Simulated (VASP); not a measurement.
# Ca (Im-3m) in VASP: a series of runs

Ca is run at these levels: r2SCAN; tasks: single point, relaxation of cell and atoms.

All numbers are computed with VASP 6.6.1; they aren't measurements. Logs are shortened: lines on timing, memory, paths and dates and some standing lists are left out, and cuts for length are marked.

### Step 1. The cell of the first run

The structure is cubic, space group Im-3m (No. 229). The conventional cell has a = 4.592 Å, b = 4.592 Å, c = 4.592 Å, α = 90.00°, β = 90.00°, γ = 90.00°. Within 5.2 Å of Ca (site symmetry m-3m) lie 14 Ca at 3.98 to 4.59 Å.

This isn't the form of Ca at room conditions, which is fcc.

### Step 2. Single point, r2SCAN (48.43 Å³/atom)

Contents of POSCAR:

```
Ca
1.0
   -2.2962379831      2.2962379831      2.2962379831
    2.2962379831     -2.2962379831      2.2962379831
    2.2962379831      2.2962379831     -2.2962379831
Ca
1
Direct
    0.0000000000      0.0000000000      0.0000000000
```

Contents of INCAR.step1:

```
SYSTEM = Ca
PREC     = Accurate       ! precision mode
ENCUT    = 520            ! plane-wave cutoff, eV
ISMEAR   = -1             ! smearing method
SIGMA    = 0.1            ! smearing width, eV
LREAL    = .FALSE.        ! projectors in reciprocal space
LASPH    = .TRUE.         ! aspherical terms in the spheres
NELM     = 60             ! most SCF steps
NBANDS   = 11             ! bands
GGA      = PE             ! functional
ALGO     = Normal         ! electronic algorithm
EDIFF    = 1E-4           ! SCF threshold, eV
LWAVE    = .TRUE.         ! write WAVECAR
LCHARG   = .FALSE.        ! write CHGCAR
```

Contents of INCAR.step2:

```
SYSTEM = Ca
PREC     = Accurate       ! precision mode
ENCUT    = 520            ! plane-wave cutoff, eV
EDIFF    = 1E-6           ! SCF threshold, eV
ISMEAR   = -1             ! smearing method
SIGMA    = 0.1            ! smearing width, eV
LREAL    = .FALSE.        ! projectors in reciprocal space
LASPH    = .TRUE.         ! aspherical terms in the spheres
NELM     = 60             ! most SCF steps
ALGO     = Normal         ! electronic algorithm
ISIF     = 2              ! what is computed and relaxed
LWAVE    = .FALSE.        ! write WAVECAR
LCHARG   = .TRUE.         ! write CHGCAR
METAGGA  = R2SCAN         ! meta-GGA
LMIXTAU  = .TRUE.       
LELF     = .TRUE.         ! ELF
LVHAR    = .TRUE.       
NBANDS   = 11             ! bands
ISTART   = 1
```

Contents of KPOINTS:

```
Automatic mesh
0
G
  11 11 11
  0 0 0
```

Potentials or basis: VASP PAW PBE potentials, release 64 (Ca_sv).

Command:

```sh
$ cat potpaw_PBE.64/Ca_sv/POTCAR > POTCAR
$ cp INCAR.step1 INCAR
$ mpirun -np 1 vasp_std > vasp.out
$ cp INCAR.step2 INCAR
$ mpirun -np 1 vasp_std > vasp.out
```

OUTCAR:

```text
SYSTEM = Ca
   PREC = Accurate
   ENCUT = 520
   EDIFF = 1E-6
   ISMEAR = -1
   LREAL = .FALSE.
   LASPH = .TRUE.
   NELM = 60
   ISIF = 2
   METAGGA = R2SCAN
   ISTART = 1

 ion  position               nearest neighbor table
   1  0.000  0.000  0.000-

  LATTYP: Found a body centered cubic cell.
 ALAT       =     4.5924759662

  Lattice vectors:

 A1 = (  -2.2962379831,   2.2962379831,   2.2962379831)
 A2 = (   2.2962379831,  -2.2962379831,   2.2962379831)
 A3 = (   2.2962379831,   2.2962379831,  -2.2962379831)

Analysis of symmetry for initial positions (statically):
=====================================================================
 Subroutine PRICEL returns:
 Original cell was already a primitive cell.

 Routine SETGRP: Setting up the symmetry group for a
 body centered cubic supercell.

 Subroutine GETGRP returns: Found 48 space group operations
 (whereof 48 operations were pure point group operations)
 out of a pool of 48 trial point group operations.

The static configuration has the point symmetry O_h .

Analysis of symmetry for dynamics (positions and initial velocities):
=====================================================================
 Subroutine PRICEL returns:
 Original cell was already a primitive cell.

 Routine SETGRP: Setting up the symmetry group for a
 body centered cubic supercell.

 Subroutine GETGRP returns: Found 48 space group operations
 (whereof 48 operations were pure point group operations)
 out of a pool of 48 trial point group operations.

The dynamic configuration has the point symmetry O_h .

 Subroutine INISYM returns: Found 48 space group operations
 (whereof 48 operations are pure point group operations),
 and found     1 'primitive' translations

----------------------------------------------------------------------------------------

                                     Primitive cell

  volume of cell :      48.4296

  direct lattice vectors                    reciprocal lattice vectors
    -2.296237983  2.296237983  2.296237983     0.000000000  0.217747465  0.217747465
     2.296237983 -2.296237983  2.296237983     0.217747465  0.000000000  0.217747465
     2.296237983  2.296237983 -2.296237983     0.217747465  0.217747465  0.000000000

  length of vectors
     3.977200853  3.977200853  3.977200853     0.307941418  0.307941418  0.307941418

  position of ions in fractional coordinates (direct lattice)
     0.000000000  0.000000000  0.000000000

  ion indices of the primitive-cell ions
   primitive index   ion index
                 1           1

----------------------------------------------------------------------------------------

 KPOINTS: Automatic mesh

Automatic generation of k-mesh.
 Grid dimensions read from file:
 generate k-points for:   11   11   11

 Generating k-lattice:

  Cartesian coordinates                     Fractional coordinates (reciprocal lattice)
     0.000000000  0.019795224  0.019795224     0.090909091  0.000000000  0.000000000
     0.019795224  0.000000000  0.019795224     0.000000000  0.090909091  0.000000000
     0.019795224  0.019795224  0.000000000     0.000000000  0.000000000  0.090909091

  Length of vectors
     0.027994674  0.027994674  0.027994674

  Shift w.r.t. Gamma in fractional coordinates (k-lattice)
     0.000000000  0.000000000  0.000000000

 Subroutine IBZKPT returns following result:
 ===========================================

 Found     56 irreducible k-points:

 Following reciprocal coordinates:
            Coordinates               Weight
  0.000000  0.000000  0.000000      1.000000
  0.090909  0.000000  0.000000     12.000000
  0.181818  0.000000  0.000000     12.000000
  0.272727  0.000000  0.000000     12.000000
  0.363636  0.000000  0.000000     12.000000
  0.454545  0.000000  0.000000     12.000000
[... 16 lines left out ...]
  0.272727  0.181818  0.090909     48.000000
  0.363636  0.181818  0.090909     24.000000
 [... further k-points ...]
   k-points           NKPTS =     56   k-points in BZ     NKDIM =     56   number of bands    NBANDS=     11
   number of dos      NEDOS =    301   number of ions     NIONS =      1
   total plane-waves  NPLWV =  27000
   dimension x,y,z NGX =    30 NGY =   30 NGZ =   30
   dimension x,y,z NGXF=    60 NGYF=   60 NGZF=   60
   ions per type =               1
   NGX,Y,Z   is equivalent  to a cutoff of  12.54, 12.54, 12.54 a.u.
   NGXF,Y,Z  is equivalent  to a cutoff of  25.08, 25.08, 25.08 a.u.
 SYSTEM =  Ca
   PREC   = accura    normal or accurate (medium, high low for compatibility)
   ISTART =      1    job   : 0-new  1-cont  2-samecut
   ICHARG =      0    charge: 1-file 2-atom 10-const
   ISPIN  =      1    spin polarized calculation?
   LNONCOLLINEAR =      F non collinear calculations
   LSORBIT =      F    spin-orbit coupling
   LASPH  =      T    aspherical Exc in radial PAW
   ENCUT  =  520.0 eV  38.22 Ry    6.18 a.u.   7.39  7.39  7.39*2*pi/ulx,y,z
   NELM   =     60;   NELMIN=  2; NELMDL=  0     # of ELM steps
   EDIFF  = 0.1E-05   stopping-criterion for ELM
   LREAL  =      F    real-space projection
[... 7 lines left out ...]
   TEBEG  =    0.0;   TEEND  =   0.0 temperature during run
   PSTRESS=    0.0 pullay stress
   NELECT =      10.0000    total number of electrons
   NUPDOWN=      -1.0000    fix difference up-down
   EMIN   =  10.00;   EMAX   =-10.00  energy-range for DOS
   EFERMI =   0.00;   METHOD = LEGACY
   ISMEAR =    -1;   SIGMA  =   0.10  broadening in eV -4-tet -1-fermi 0-gaus
   EFERMI_NEDOS =   21; number of points for ismear=-14 and -15
   IALGO  =     38    algorithm
   IMIX   =      4    mixing-type and parameters
     AMIX     =   0.40;   BMIX     =  1.00
     AMIX_MAG =   1.60;   BMIX_MAG =  1.00
  volume/ion in A,a.u.               =      48.43       326.82
  Fermi-wavevector in a.u.,A,eV,Ry     =   0.967619  1.828536 12.738964  0.936287
  Thomas-Fermi vector in A             =   2.097520
   LORBIT       =      0    0 simple, 1 ext, 2 COOP (PROOUT), +10 PAW based schemes
   METAGGA = R2SCAN    functional components
   LHFCALC =     F    Hartree Fock is set to
   AEXX    =    0.0000 exact exchange contribution
   IVDW    =     0    specifies the selected vdW correction
   LEPSILON=     F    determine dielectric tensor
   LRPA    =     F    only Hartree local field effects (RPA)
 non-spin polarized calculation
  energy-cutoff  :      520.00
  volume of cell :       48.43
 maximum number of plane-waves:      1316
 NGX is ok and might be reduce to    30
   NGX = 15   NGY = 15   NGZ = 15

 number of electron       9.9999999 magnetization

 Free energy of the ion-electron system (eV)
  ---------------------------------------------------
  ext. energy  EPLUGINS =         0.00000000
  ---------------------------------------------------
  free energy    TOTEN  =        -7.01206143 eV

  energy without entropy =       -6.96879523  energy(sigma->0) =       -6.99042833

 E-fermi :   1.5074     XC(G=0):  -7.7792

 val. band max:        1.4952929458   @ k =  -0.4545  -0.4545   0.1818
 cond. band min:       1.5150255873   @ k =  -0.4545  -0.4545   0.1818
 fundamental gap:      0.0197326416
 Fermi energy:         1.5073974308

 k-point     1 :       0.0000    0.0000    0.0000
  band No.  band energies     occupation
      1     -42.6395      2.00000
      2     -22.6774      2.00000
      3     -22.6773      2.00000
      4     -22.6773      2.00000
      5      -2.5497      2.00000
      6       3.9895      0.00000
      7       3.9895      0.00000
      8       3.9896      0.00000
      9       4.9474      0.00000
     10       4.9474      0.00000
     11      11.6319      0.00000

 k-point     2 :       0.0909    0.0000    0.0000
  band No.  band energies     occupation
      1     -42.6389      2.00000
      2     -22.6846      2.00000
      3     -22.6798      2.00000
      4     -22.6773      2.00000
      5      -2.4080      2.00000
      6       3.9030      0.00000
      7       3.9269      0.00000
      8       4.0895      0.00000
      9       4.8529      0.00000
     10       4.9493      0.00000
     11      11.3076      0.00000

 k-point     3 :       0.1818    0.0000    0.0000
  band No.  band energies     occupation
      1     -42.6371      2.00000
      2     -22.7037      2.00000
      3     -22.6863      2.00000
      4     -22.6773      2.00000
      5      -1.9918      2.00000
      6       3.6300      0.00000
      7       3.6860      0.00000
      8       4.3803      0.00000
      9       4.7552      0.00000
     10       4.9668      0.00000
     11      10.1094      0.00000

 k-point     4 :       0.2727    0.0000    0.0000
  band No.  band energies     occupation
      1     -42.6348      2.00000
      2     -22.7286      2.00000
      3     -22.6948      2.00000
      4     -22.6772      2.00000
      5      -1.3303      2.00000
      6       3.0679      0.00000
      7       3.4293      0.00000
      8       4.7969      0.00000
      9       4.8302      0.00000
     10       5.0196      0.00000
     11       8.5974      0.00000
[... 239 lines left out ...]
 k-point    22 :       0.1818    0.1818    0.0909
  band No.  band energies     occupation
      1     -42.6326      2.00000
      2     -22.7459      2.00000
      3     -22.6994      2.00000
      4     -22.6884      2.00000
      5      -0.3434      2.00000
      6       2.6148      0.00003
      7       2.8205      0.00000
      8       4.9781      0.00000
      9       5.1221      0.00000
     10       5.5524      0.00000
     11       7.4178      0.00000

 k-point    23 :       0.2727    0.1818    0.0909
  band No.  band energies     occupation
      1     -42.6314      2.00000
      2     -22.7500      2.00000
      3     -22.7113      2.00000
      4     -22.6903      2.00000
      5       0.5226      1.99989
      6       2.1107      0.00478
      7       2.6131      0.00003
      8       5.0285      0.00000
      9       5.1735      0.00000
     10       6.0138      0.00000
     11       6.3697      0.00000

 k-point    24 :       0.3636    0.1818    0.0909
  band No.  band energies     occupation
      1     -42.6310      2.00000
      2     -22.7500      2.00000
      3     -22.7175      2.00000
      4     -22.6908      2.00000
      5       1.3192      1.73569
      6       1.4744      1.16349
      7       2.5461      0.00006
      8       5.0161      0.00000
      9       5.2020      0.00000
     10       5.9564      0.00000
     11       6.2827      0.00000

 [... further k-points ...]

------------------------ aborting loop because EDIFF is reached ----------------------------------------

  FORCE on cell =-STRESS in cart. coord.  units (eV):
  Direction    XX          YY          ZZ          XY          YZ          ZX
  --------------------------------------------------------------------------------------
  -------------------------------------------------------------------------------------
  Total       -0.4975342     -0.4975342     -0.4975342      0.0000000     -0.0000000      0.0000000
  in kB      -16.4597338    -16.4597338    -16.4597338      0.0000000     -0.0000000      0.0000000
  external PRESSURE =     -16.4597338 kB  Pullay stress =       0.0000000 kB

 VOLUME and BASIS-vectors are now :
 -----------------------------------------------------------------------------
  energy-cutoff  :      520.00
  volume of cell :       48.43
      direct lattice vectors                 reciprocal lattice vectors
    -2.296237983  2.296237983  2.296237983     0.000000000  0.217747465  0.217747465
     2.296237983 -2.296237983  2.296237983     0.217747465  0.000000000  0.217747465
     2.296237983  2.296237983 -2.296237983     0.217747465  0.217747465  0.000000000

 POSITION                                       TOTAL-FORCE (eV/Angst)
 -----------------------------------------------------------------------------------
      0.00000      0.00000      0.00000        -0.000000      0.000000      0.000000
 -----------------------------------------------------------------------------------
    total drift:                               -0.000000     -0.000000      0.000000

  FREE ENERGIE OF THE ION-ELECTRON SYSTEM (eV)
  ---------------------------------------------------
  free  energy   TOTEN  =        -7.0120614262 eV

  energy  without entropy=       -6.9687952349  energy(sigma->0) =       -6.99042833
```

Run time: 55 s. Hardware: 1 thread of Intel Xeon 6975P-C (Granite Rapids), shared host; peak memory 0.18 GiB.

Results:

```
Free energy            : -7.0121 eV
Pressure               : -1.6 GPa
Band gap on the k mesh : zero (bands 5 and 6 overlap by 0.49 eV)
```

Caveat: the PAW data sets were made with another functional, which shifts forces and pressure a little.

### Step 3. Single point, r2SCAN

This run uses another cell than the first one, of 43.24 Å³/atom.

Contents of POSCAR:

```
Ca
1.0
   -2.2111127505      2.2111127505      2.2111127505
    2.2111127505     -2.2111127505      2.2111127505
    2.2111127505      2.2111127505     -2.2111127505
Ca
1
Direct
    0.0000000000      0.0000000000      0.0000000000
```

Contents of INCAR.step1:

```
PREC = Accurate
ENCUT = 520
ISMEAR = -1
SIGMA = 0.1
LREAL = F
LASPH = T
NELM = 80
NBANDS = 11
GGA = PE
ALGO = Normal
EDIFF = 1E-4
LWAVE = T
LCHARG = F
```

Contents of INCAR.step2:

```
PREC = Accurate
ENCUT = 520
EDIFF = 1E-7
ISMEAR = -1
SIGMA = 0.1
LREAL = F
LASPH = T
NELM = 80
ALGO = Normal
ISIF = 2
LWAVE = F
LCHARG = T
METAGGA = R2SCAN
LMIXTAU = T
LELF = T
LVHAR = T
NBANDS = 11
ISTART = 1
```

Contents of KPOINTS:

```
Automatic mesh
0
Gamma
  16 16 16
```

Potentials or basis: VASP PAW PBE potentials, release 64 (Ca_sv).

Command:

```sh
$ cat potpaw_PBE.64/Ca_sv/POTCAR > POTCAR
$ cp INCAR.step1 INCAR
$ mpirun -np 1 vasp_std > vasp.out
$ cp INCAR.step2 INCAR
$ mpirun -np 1 vasp_std > vasp.out
```

Wall time 80 s (1 thread of Intel Xeon 6975P-C (Granite Rapids), shared host); peak memory 0.21 GiB.

The run converged. Its results:

| Quantity | Value |
| --- | --- |
| Free energy | -7.0391 eV |
| Pressure | 0.1 GPa |
| Band gap on the k mesh | zero (bands 5 and 6 overlap by 0.55 eV) |

Levels at points of the mesh, in eV from the Fermi level:
| k point | band 1 | band 2 | band 3 | band 4 | band 5 | band 6 | band 7 | band 8 | band 9 | band 10 |
| --- | --- | --- | --- | --- | --- | --- | --- | --- | --- | --- |
| (0.00, 0.00, 0.00) | -43.87 | -23.90 | -23.90 | -23.90 | -4.27 | 2.65 | 2.65 | 2.65 | 3.72 | 3.72 |
| (0.50, 0.00, 0.00) | -43.86 | -24.04 | -23.94 | -23.90 | -0.83 | -0.14 | 1.62 | 3.63 | 4.01 | 4.77 |
| (0.50, 0.50, 0.50) | -43.85 | -24.00 | -24.00 | -24.00 | 0.17 | 0.17 | 4.10 | 4.10 | 4.10 | 4.54 |

Caveat: the PAW data sets were made with another functional, which shifts forces and pressure a little.

### Step 4. Relaxation of cell and atoms, r2SCAN

This run uses another cell than the first one, of 43.63 Å³/atom.

Contents of POSCAR:

```
Ca
1.0
   -2.2177580097      2.2177580097      2.2177580097
    2.2177580097     -2.2177580097      2.2177580097
    2.2177580097      2.2177580097     -2.2177580097
Ca
1
Direct
    0.0000000000      0.0000000000      0.0000000000
```

Contents of INCAR.step1:

```
SYSTEM = Ca
PREC = Accurate ; ENCUT = 600
ISMEAR = -1 ; SIGMA = 0.1
LREAL = .FALSE. ; LASPH = .TRUE.
NELM = 100 ; GGA = PE
ALGO = Normal ; EDIFF = 1E-4
LWAVE = .TRUE. ; LCHARG = .FALSE.
```

Contents of INCAR.step2:

```
SYSTEM = Ca
PREC = Accurate ; ENCUT = 600
EDIFF = 1E-6 ; ISMEAR = -1
SIGMA = 0.1 ; LREAL = .FALSE.
LASPH = .TRUE. ; NELM = 100
ALGO = Normal ; ISIF = 3
LWAVE = .FALSE. ; LCHARG = .FALSE.
METAGGA = R2SCAN ; LMIXTAU = .TRUE.
IBRION = 2 ; NSW = 80
EDIFFG = -0.01 ; ISTART = 1
```

Contents of KPOINTS:

```
Automatic mesh
0
G
  10 10 10
  0 0 0
```

Command:

```sh
$ cat potpaw_PBE.64/Ca_sv/POTCAR > POTCAR
$ cp INCAR.step1 INCAR
$ mpirun -np 1 vasp_std > vasp.out
$ cp INCAR.step2 INCAR
$ mpirun -np 1 vasp_std > vasp.out
```

It took 46 s on 1 thread of Intel Xeon 6975P-C (Granite Rapids), shared host; peak memory 0.2 GiB.

The run converged. Its results:

```yaml
Free_energy: -7.0420 eV
Relaxed_volume: 43.47 Å³/atom
Relaxed_cell: a = 3.837 Å, b = 3.837 Å, c = 3.837 Å, α = 109.47°, β = 109.47°, γ = 109.47°
Space_group_after_relaxing_to_0.1_Å: Im-3m (No. 229)
Energy_gained_by_relaxing: 0.1 meV/atom
Ionic_steps: 2
Pressure_after_relaxing: 0.0 GPa
Band_gap_on_the_k_mesh: zero (bands 5 and 6 overlap by 0.38 eV)
```

Final structure:
```yaml
crystal:
  lattice:
    - [-2.21501, 2.21501, 2.21501]
    - [2.21501, -2.21501, 2.21501]
    - [2.21501, 2.21501, -2.21501]
  atoms:
    - { symbol: Ca, position: [0.00000, 0.00000, 0.00000] }
```

Levels at points of the mesh, in eV from the Fermi level:
```csv
k point,band 2,band 3,band 4,band 5,band 6,band 7,band 8,band 9
"(0.00, 0.00, 0.00)",-23.91,-23.91,-23.91,-4.26,2.64,2.64,2.64,3.70
"(0.50, 0.00, 0.00)",-24.05,-23.96,-23.91,-0.83,-0.15,1.61,3.62,3.99
"(0.50, 0.50, 0.50)",-24.01,-24.01,-24.01,0.18,0.18,4.07,4.07,4.07
```

Caveat: the PAW data sets were made with another functional, which shifts forces and pressure a little.

### Step 5. Summary

```tsv
task	cell	k mesh	cutoff (eV)	gap on the mesh (eV)	pressure (GPa)
single point	a = 3.977 Å, angles 109.5°, 1 atom	11 × 11 × 11	520	none	-1.6
single point	a = 3.830 Å, angles 109.5°, 1 atom	16 × 16 × 16	520	none	0.1
relaxation of cell and atoms	relaxed from a = 3.841 Å, angles 109.5°, 1 atom	10 × 10 × 10	600	none	0.0
```

Alike in all rows: level r2SCAN; potentials or basis VASP PAW PBE potentials, release 64 (Ca_sv); no spin polarisation; smearing fermi-dirac 0.1 eV.

Caveats: the PAW data sets were made with another functional, which shifts forces and pressure a little.

Total energies depend on the potentials used, so only differences within one code and one set of settings carry meaning.
